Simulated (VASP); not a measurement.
# InP (I-4m2) in VASP: a series of runs

InP is run at these levels: LDA; tasks: single point.

Program: VASP 6.6.1. These are calculated values, not measurements. Logs are shortened: lines on timing, memory, paths and dates and some standing lists are left out, and cuts for length are marked.

## Step 1: The cell of the first run

The structure is tetragonal, space group I-4m2 (No. 119). Conventional cell: a = 4.502 Å, b = 4.502 Å, c = 4.966 Å, α = 90.00°, β = 90.00°, γ = 90.00°. In (site symmetry -4m2) has 4 P at 2.57 Å within 3.4 Å. Within 3.4 Å of P (site symmetry -4m2) lie 4 In at 2.57 Å.

## Step 2: Single point, LDA

INCAR

```
SYSTEM = InP
ALGO     = Normal         ! electronic algorithm
EDIFF    = 1E-6           ! SCF threshold, eV
ENCUT    = 500            ! plane-wave cutoff, eV
GGA_COMPAT= .FALSE.      
ISIF     = 2              ! what is computed and relaxed
ISMEAR   = 0              ! smearing method
LASPH    = .TRUE.         ! aspherical terms in the spheres
LCHARG   = .TRUE.         ! write CHGCAR
LELF     = .TRUE.         ! ELF
LREAL    = .FALSE.        ! projectors in reciprocal space
LVHAR    = .TRUE.       
LWAVE    = .FALSE.        ! write WAVECAR
NBANDS   = 16             ! bands
NELM     = 120            ! most SCF steps
PREC     = Accurate       ! precision mode
SIGMA    = 0.05           ! smearing width, eV
```

KPOINTS

```
k-points
0
G
  4 4 4
  0 0 0
```

POSCAR

```
InP
1.0
    0.0000000000      3.1835391241      2.4831605168
    3.1835391241      0.0000000000      2.4831605168
    3.1835391241      3.1835391241      0.0000000000
In P
1 1
Direct
    0.0000000000      0.0000000000      0.0000000000
    0.7500000000      0.7500000000      0.7500000000
```

Potentials or basis: VASP PAW LDA potentials, release 64 (In_d, P).

Launch:

```sh
> cat potpaw_LDA.64/In_d/POTCAR potpaw_LDA.64/P/POTCAR > POTCAR
> mpirun -np 1 vasp_std > vasp.out
```

OUTCAR:

```text
SYSTEM = InP
   EDIFF = 1E-6
   ENCUT = 500
   ISIF = 2
   ISMEAR = 0
   LASPH = .TRUE.
   LREAL = .FALSE.
   NELM = 120
   PREC = Accurate

 ion  position               nearest neighbor table
   1  0.000  0.000  0.000-   2 2.57   2 2.57   2 2.57   2 2.57
   2  0.750  0.750  0.750-   1 2.57   1 2.57   1 2.57   1 2.57

  LATTYP: Found a body centered tetragonal cell.
 ALAT       =     4.5022042056
 C/A-ratio  =     1.1030865787

  Lattice vectors:

 A1 = (   0.0000000000,  -3.1835391241,  -2.4831605168)
 A2 = (   0.0000000000,   3.1835391241,  -2.4831605168)
 A3 = (   3.1835391241,   0.0000000000,   2.4831605168)

Analysis of symmetry for initial positions (statically):
=====================================================================
 Subroutine PRICEL returns:
 Original cell was already a primitive cell.

 Routine SETGRP: Setting up the symmetry group for a
 body centered tetragonal supercell.

 Subroutine GETGRP returns: Found  8 space group operations
 (whereof  8 operations were pure point group operations)
 out of a pool of 16 trial point group operations.

The static configuration has the point symmetry D_2d.

Analysis of symmetry for dynamics (positions and initial velocities):
=====================================================================
 Subroutine PRICEL returns:
 Original cell was already a primitive cell.

 Routine SETGRP: Setting up the symmetry group for a
 body centered tetragonal supercell.

 Subroutine GETGRP returns: Found  8 space group operations
 (whereof  8 operations were pure point group operations)
 out of a pool of 16 trial point group operations.

The dynamic configuration has the point symmetry D_2d.

 Subroutine INISYM returns: Found  8 space group operations
 (whereof  8 operations are pure point group operations),
 and found     1 'primitive' translations

----------------------------------------------------------------------------------------

                                     Primitive cell

  volume of cell :      50.3333

  direct lattice vectors                    reciprocal lattice vectors
     0.000000000  3.183539124  2.483160517    -0.157057910  0.157057910  0.201356294
     3.183539124  0.000000000  2.483160517     0.157057910 -0.157057910  0.201356294
     3.183539124  3.183539124  0.000000000     0.157057910  0.157057910 -0.201356294

  length of vectors
     4.037450620  4.037450620  4.502204206     0.299797817  0.299797817  0.299797817

  position of ions in fractional coordinates (direct lattice)
     0.000000000  0.000000000  0.000000000
     0.750000000  0.750000000  0.750000000

  ion indices of the primitive-cell ions
   primitive index   ion index
                 1           1
                 2           2

----------------------------------------------------------------------------------------

 KPOINTS: k-points

Automatic generation of k-mesh.
 Grid dimensions read from file:
 generate k-points for:    4    4    4

 Generating k-lattice:

  Cartesian coordinates                     Fractional coordinates (reciprocal lattice)
    -0.039264477  0.039264477  0.050339074     0.250000000  0.000000000  0.000000000
     0.039264477 -0.039264477  0.050339074     0.000000000  0.250000000  0.000000000
     0.039264477  0.039264477 -0.050339074     0.000000000  0.000000000  0.250000000

  Length of vectors
     0.074949454  0.074949454  0.074949454

  Shift w.r.t. Gamma in fractional coordinates (k-lattice)
     0.000000000  0.000000000  0.000000000

 Subroutine IBZKPT returns following result:
 ===========================================

 Found     13 irreducible k-points:

 Following reciprocal coordinates:
            Coordinates               Weight
  0.000000  0.000000  0.000000      1.000000
  0.250000  0.000000  0.000000      8.000000
  0.500000  0.000000  0.000000      4.000000
  0.250000  0.250000  0.000000      2.000000
  0.500000  0.250000  0.000000      8.000000
 -0.250000  0.250000  0.000000      4.000000
  0.500000  0.500000  0.000000      1.000000
  0.250000  0.000000  0.250000      4.000000
  0.500000  0.000000  0.250000     16.000000
 -0.250000  0.000000  0.250000      8.000000
 -0.250000  0.500000  0.250000      4.000000
  0.500000  0.000000  0.500000      2.000000
 -0.250000  0.250000  0.500000      2.000000
   k-points           NKPTS =     13   k-points in BZ     NKDIM =     13   number of bands    NBANDS=     16
   number of dos      NEDOS =    301   number of ions     NIONS =      2
   total plane-waves  NPLWV =  32400
   dimension x,y,z NGX =    30 NGY =   30 NGZ =   36
   dimension x,y,z NGXF=    60 NGYF=   60 NGZF=   72
   ions per type =               1   1
   NGX,Y,Z   is equivalent  to a cutoff of  12.35, 12.35, 13.29 a.u.
   NGXF,Y,Z  is equivalent  to a cutoff of  24.71, 24.71, 26.59 a.u.
 SYSTEM =  InP
   PREC   = accura    normal or accurate (medium, high low for compatibility)
   ISTART =      0    job   : 0-new  1-cont  2-samecut
   ICHARG =      2    charge: 1-file 2-atom 10-const
   ISPIN  =      1    spin polarized calculation?
   LNONCOLLINEAR =      F non collinear calculations
   LSORBIT =      F    spin-orbit coupling
   LASPH  =      T    aspherical Exc in radial PAW
   ENCUT  =  500.0 eV  36.75 Ry    6.06 a.u.   7.36  7.36  8.21*2*pi/ulx,y,z
   NELM   =    120;   NELMIN=  2; NELMDL= -5     # of ELM steps
   EDIFF  = 0.1E-05   stopping-criterion for ELM
   LREAL  =      F    real-space projection
   EDIFFG = 0.1E-04   stopping-criterion for IOM
   NSW    =      0    number of steps for IOM
   IBRION =     -1    ionic relax: 0-MD 1-quasi-New 2-CG
   NFREE  =      0    steps in history (QN), initial steepest desc. (CG)
   ISIF   =      2    stress and relaxation
   ISYM   =      2    0-nonsym 1-usesym 2-fastsym
   POTIM  = 0.5000    time-step for ionic-motion
   TEBEG  =    0.0;   TEEND  =   0.0 temperature during run
   PSTRESS=    0.0 pullay stress
   NELECT =      18.0000    total number of electrons
   NUPDOWN=      -1.0000    fix difference up-down
   EMIN   =  10.00;   EMAX   =-10.00  energy-range for DOS
   EFERMI =   0.00;   METHOD = LEGACY
   ISMEAR =     0;   SIGMA  =   0.05  broadening in eV -4-tet -1-fermi 0-gaus
   EFERMI_NEDOS =   21; number of points for ismear=-14 and -15
   IALGO  =     38    algorithm
   IMIX   =      4    mixing-type and parameters
     AMIX     =   0.40;   BMIX     =  1.00
     AMIX_MAG =   1.60;   BMIX_MAG =  1.00
  volume/ion in A,a.u.               =      25.17       169.83
  Fermi-wavevector in a.u.,A,eV,Ry     =   1.162021  2.195901 18.371846  1.350293
  Thomas-Fermi vector in A             =   2.298587
   LORBIT       =      0    0 simple, 1 ext, 2 COOP (PROOUT), +10 PAW based schemes
   GGA     = CA    functional components
   LHFCALC =     F    Hartree Fock is set to
   AEXX    =    0.0000 exact exchange contribution
   IVDW    =     0    specifies the selected vdW correction
   LEPSILON=     F    determine dielectric tensor
   LRPA    =     F    only Hartree local field effects (RPA)
 non-spin polarized calculation
 Gauss-broadening in eV      SIGMA  =   0.05
  energy-cutoff  :      500.00
  volume of cell :       50.33
 maximum number of plane-waves:      1296
 NGX is ok and might be reduce to    30

 number of electron      18.0000004 magnetization

 Free energy of the ion-electron system (eV)
  ---------------------------------------------------
  ext. energy  EPLUGINS =         0.00000000
  ---------------------------------------------------
  free energy    TOTEN  =        -9.34533006 eV

  energy without entropy =       -9.34532547  energy(sigma->0) =       -9.34532777

 E-fermi :   5.4224     XC(G=0):  -9.6530

 val. band max:        5.3077087390   @ k =   0.0000   0.0000   0.0000
 cond. band min:       5.5370331539   @ k =   0.0000   0.0000   0.0000
 fundamental gap:      0.2293244148
 Fermi energy:         5.4223709469

 k-point     1 :       0.0000    0.0000    0.0000
  band No.  band energies     occupation
      1      -9.2064      2.00000
      2      -9.2064      2.00000
      3      -9.1337      2.00000
      4      -9.0893      2.00000
      5      -9.0505      2.00000
      6      -6.3773      2.00000
[... 8 lines left out ...]
     15      13.1410      0.00000
     16      14.6472      0.00000

 k-point     2 :       0.2500    0.0000    0.0000
  band No.  band energies     occupation
      1      -9.2422      2.00000
      2      -9.1871      2.00000
      3      -9.1403      2.00000
      4      -9.0878      2.00000
      5      -9.0312      2.00000
      6      -5.6996      2.00000
[... 8 lines left out ...]
     15      13.3721      0.00000
     16      15.8743      0.00000

 k-point     3 :       0.5000    0.0000    0.0000
  band No.  band energies     occupation
      1      -9.2942      2.00000
      2      -9.1784      2.00000
      3      -9.1280      2.00000
      4      -9.0867      2.00000
      5      -9.0001      2.00000
      6      -4.6336      2.00000
[... 8 lines left out ...]
     15      14.6065      0.00000
     16      16.7331      0.00000

 k-point     4 :       0.2500    0.2500    0.0000
  band No.  band energies     occupation
      1      -9.2646      2.00000
      2      -9.1563      2.00000
      3      -9.1563      2.00000
      4      -9.1127      2.00000
      5      -9.0138      2.00000
      6      -5.2265      2.00000
[... 8 lines left out ...]
     15      13.7332      0.00000
     16      16.7436      0.00000
[... 115 lines left out ...]
 k-point    11 :      -0.2500    0.5000    0.2500
  band No.  band energies     occupation
      1      -9.3181      2.00000
      2      -9.1425      2.00000
      3      -9.1248      2.00000
      4      -9.0882      2.00000
      5      -9.0064      2.00000
      6      -3.8898      2.00000
[... 8 lines left out ...]
     15      16.5886      0.00000
     16      17.0801      0.00000

 k-point    12 :       0.5000    0.0000    0.5000
  band No.  band energies     occupation
      1      -9.3301      2.00000
      2      -9.1097      2.00000
      3      -9.1026      2.00000
      4      -9.0789      2.00000
      5      -9.0303      2.00000
      6      -4.2954      2.00000
[... 8 lines left out ...]
     15      14.2232      0.00000
     16      17.6910      0.00000

 k-point    13 :      -0.2500    0.2500    0.5000
  band No.  band energies     occupation
      1      -9.3030      2.00000
      2      -9.1306      2.00000
      3      -9.1156      2.00000
      4      -9.0821      2.00000
      5      -9.0341      2.00000
      6      -4.1035      2.00000
[... 8 lines left out ...]
     15      14.4106      0.00000
     16      15.1393      0.00000

------------------------ aborting loop because EDIFF is reached ----------------------------------------

  FORCE on cell =-STRESS in cart. coord.  units (eV):
  Direction    XX          YY          ZZ          XY          YZ          ZX
  --------------------------------------------------------------------------------------
  -------------------------------------------------------------------------------------
  Total       -1.3376472     -1.3376472      0.7045355      0.0000000      0.0000000      0.0000000
  in kB      -42.5791509    -42.5791509     22.4263357      0.0000000      0.0000000      0.0000000
  external PRESSURE =     -20.9106554 kB  Pullay stress =       0.0000000 kB

 VOLUME and BASIS-vectors are now :
 -----------------------------------------------------------------------------
  energy-cutoff  :      500.00
  volume of cell :       50.33
      direct lattice vectors                 reciprocal lattice vectors
     0.000000000  3.183539124  2.483160517    -0.157057910  0.157057910  0.201356294
     3.183539124  0.000000000  2.483160517     0.157057910 -0.157057910  0.201356294
     3.183539124  3.183539124  0.000000000     0.157057910  0.157057910 -0.201356294

 POSITION                                       TOTAL-FORCE (eV/Angst)
 -----------------------------------------------------------------------------------
      0.00000      0.00000      0.00000         0.000000     -0.000000     -0.000000
      4.77531      4.77531      3.72474        -0.000000      0.000000      0.000000
 -----------------------------------------------------------------------------------
    total drift:                                0.000001      0.000001      0.000000

  FREE ENERGIE OF THE ION-ELECTRON SYSTEM (eV)
  ---------------------------------------------------
  free  energy   TOTEN  =        -9.3453300595 eV

  energy  without entropy=       -9.3453254748  energy(sigma->0) =       -9.34532777
```

It took 12 s on 1 thread of Intel Xeon Platinum 8259CL at 2.50GHz (Skylake/Cascade Lake), shared host; peak memory 0.15 GiB.

What came out:

* Free energy: -9.3453 eV
* Pressure: -2.1 GPa
* Band gap on the k mesh: 0.23 eV, direct

Levels at points of the mesh, in eV from the valence-band top:
```csv
k point,band 6,band 7,band 8,band 9,band 10,band 11,band 12,band 13
"(0.00, 0.00, 0.00)",-11.68,-0.58,-0.58,0.00,0.23,3.79,4.18,4.18
"(0.50, 0.00, 0.00)",-9.94,-5.99,-1.86,-0.66,0.44,3.69,5.72,7.12
"(0.50, 0.50, 0.00)",-8.81,-5.03,-3.39,-3.39,0.45,0.78,8.98,8.98
"(0.50, 0.00, 0.50)",-9.60,-6.51,-2.00,-1.85,1.88,2.75,7.39,7.54
```

Caveat: the k points lie up to 0.47 Å⁻¹ apart; spin-orbit coupling is left out, which moves the levels of the heavy elements. A k mesh can miss the band edges.

## Step 3: Single point, LDA

This run uses another cell than the first one, of the same volume but with other edges.

INCAR

```
  ALGO = Normal
  EDIFF = 1E-6
  ENCUT = 500
  GGA_COMPAT = F
  ISIF = 2
  ISMEAR = 0
  LASPH = T
  LCHARG = T
  LELF = T
  LREAL = F
  LVHAR = T
  LWAVE = F
  NBANDS = 16
  NELM = 120
  PREC = Accurate
  SIGMA = 0.05
```

KPOINTS

```
k-points
0
Gamma
  4 4 4
```

POSCAR

```
InP
1.0
    0.0000000000      2.6851008885      3.4906311550
    2.6851008885      0.0000000000      3.4906311550
    2.6851008885      2.6851008885      0.0000000000
In P
1 1
Direct
    0.0000000000      0.0000000000      0.0000000000
    0.7500000000      0.7500000000      0.7500000000
```

Potentials or basis: VASP PAW LDA potentials, release 64 (In_d, P).

Launch:

```sh
> cat potpaw_LDA.64/In_d/POTCAR potpaw_LDA.64/P/POTCAR > POTCAR
> mpirun -np 1 vasp_std > vasp.out
```

OUTCAR:

```text
EDIFF = 1E-6
   ENCUT = 500
   ISIF = 2
   ISMEAR = 0
   LASPH = T
   LREAL = F
   NELM = 120
   PREC = Accurate

 ion  position               nearest neighbor table
   1  0.000  0.000  0.000-   2 2.58   2 2.58   2 2.58   2 2.58
   2  0.750  0.750  0.750-   1 2.58   1 2.58   1 2.58   1 2.58

  LATTYP: Found a body centered tetragonal cell.
 ALAT       =     3.7973060929
 C/A-ratio  =     1.8384776311

  Lattice vectors:

 A1 = (  -2.6851008885,   0.0000000000,   3.4906311550)
 A2 = (   2.6851008885,   0.0000000000,   3.4906311550)
 A3 = (   0.0000000000,   2.6851008885,  -3.4906311550)

Analysis of symmetry for initial positions (statically):
=====================================================================
 Subroutine PRICEL returns:
 Original cell was already a primitive cell.

 Routine SETGRP: Setting up the symmetry group for a
 body centered tetragonal supercell.

 Subroutine GETGRP returns: Found  8 space group operations
 (whereof  8 operations were pure point group operations)
 out of a pool of 16 trial point group operations.

The static configuration has the point symmetry D_2d.

[... 145 lines left out ...]

  energy without entropy =       -9.12750369  energy(sigma->0) =       -9.12839067

 E-fermi :   5.4054     XC(G=0):  -9.6577

 val. band max:        5.3266911401   @ k =   0.2500  -0.0000   0.0000
 cond. band min:       5.4263873400   @ k =   0.5000  -0.0000   0.0000
 fundamental gap:      0.0996961999
 Fermi energy:         5.4053659420

 k-point     1 :       0.0000    0.0000    0.0000
  band No.  band energies     occupation
      1      -9.2983      2.00000
      2      -9.1621      2.00000
      3      -9.1621      2.00000
      4      -9.0997      2.00000
      5      -9.0882      2.00000
      6      -6.3597      2.00000
[... 224 lines left out ...]
      3      -9.1711      2.00000
      4      -9.0868      2.00000
      5      -9.0271      2.00000
      6      -3.6464      2.00000
[... 8 lines left out ...]
     15      17.4915      0.00000
     16      18.2444      0.00000

------------------------ aborting loop because EDIFF is reached ----------------------------------------

  FORCE on cell =-STRESS in cart. coord.  units (eV):
  Direction    XX          YY          ZZ          XY          YZ          ZX
  --------------------------------------------------------------------------------------
  -------------------------------------------------------------------------------------
  Total        1.0902295      1.0902295     -3.8887160      0.0000000      0.0000000      0.0000000
  in kB       34.7035058     34.7035058   -123.7831808      0.0000000      0.0000000      0.0000000
  external PRESSURE =     -18.1253897 kB  Pullay stress =       0.0000000 kB

 VOLUME and BASIS-vectors are now :
 -----------------------------------------------------------------------------
  energy-cutoff  :      500.00
  volume of cell :       50.33
      direct lattice vectors                 reciprocal lattice vectors
     0.000000000  2.685100889  3.490631155    -0.186212742  0.186212742  0.143240571
     2.685100889  0.000000000  3.490631155     0.186212742 -0.186212742  0.143240571
     2.685100889  2.685100889  0.000000000     0.186212742  0.186212742 -0.143240571

 POSITION                                       TOTAL-FORCE (eV/Angst)
 -----------------------------------------------------------------------------------
      0.00000      0.00000      0.00000        -0.000000     -0.000000     -0.000000
      4.02765      4.02765      5.23595         0.000000      0.000000      0.000000
 -----------------------------------------------------------------------------------
    total drift:                                0.000000      0.000000      0.000006

  FREE ENERGIE OF THE ION-ELECTRON SYSTEM (eV)
  ---------------------------------------------------
  free  energy   TOTEN  =        -9.1292776400 eV

  energy  without entropy=       -9.1275036913  energy(sigma->0) =       -9.12839067
```

Run time: 8.8 s. Hardware: 1 thread of Intel Xeon Platinum 8259CL at 2.50GHz (Skylake/Cascade Lake), shared host; peak memory 0.15 GiB.

Results:

- Free energy: -9.1293 eV
- Pressure: -1.8 GPa
- Band gap on the k mesh: zero (band 9 reaches 5.61 eV, above the bottom of band 10 at 5.43 eV)

Caveat: the k points lie up to 0.47 Å⁻¹ apart; spin-orbit coupling is left out, which moves the levels of the heavy elements.
